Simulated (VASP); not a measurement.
A run of VASP 6.6.1 is set up as follows.

INCAR

```
PREC = Accurate
ENCUT = 520
EDIFF = 1E-7
ISMEAR = 0
SIGMA = 0.1
LREAL = F
LASPH = T
NELM = 80
ALGO = Fast
ISIF = 2
LWAVE = F
LCHARG = F
GGA = PE
NBANDS = 38
```

The input KPOINTS:

```
regular mesh
0
Gamma
  12 12 4
```

POSCAR

```
GaIr5
1.0
    2.7633046757      0.0000000000      0.0000000000
    0.0000000000      2.7633046757      0.0000000000
    0.0000000000      0.0000000000     11.3656276857
Ga Ir
1 5
Direct
    0.5000000000      0.5000000000      0.0000000000
    0.5000000000      0.5000000000      0.3315888894
    0.5000000000      0.5000000000      0.6684111106
    0.0000000000      0.0000000000      0.1624854517
    0.0000000000      0.0000000000      0.8375145483
    0.0000000000      0.0000000000      0.5000000000
```

Potentials or basis: VASP PAW PBE potentials, release 64 (Ga_d, Ir).

Launch:

```console
$ cat potpaw_PBE.64/Ga_d/POTCAR potpaw_PBE.64/Ir/POTCAR > POTCAR
$ mpirun -np 1 vasp_std > vasp.out
```

Question: Predict the pressure.

Answer: 0.5 GPa.

Question: Estimate the largest force.

Answer: 0.003 eV/Å.

Question: Estimate the band gap on the k mesh.

Answer: Zero (bands 29 and 30 overlap by 2.39 eV).

Forces in eV/Å, atoms in the order of the input:
```
Ga   0.000  0.000  0.000
Ir   0.000  0.000 -0.003
Ir   0.000  0.000  0.003
Ir   0.000  0.000  0.002
Ir   0.000  0.000 -0.002
Ir   0.000  0.000  0.000
```

Caveat: spin-orbit coupling is left out, which moves the levels of the heavy elements.
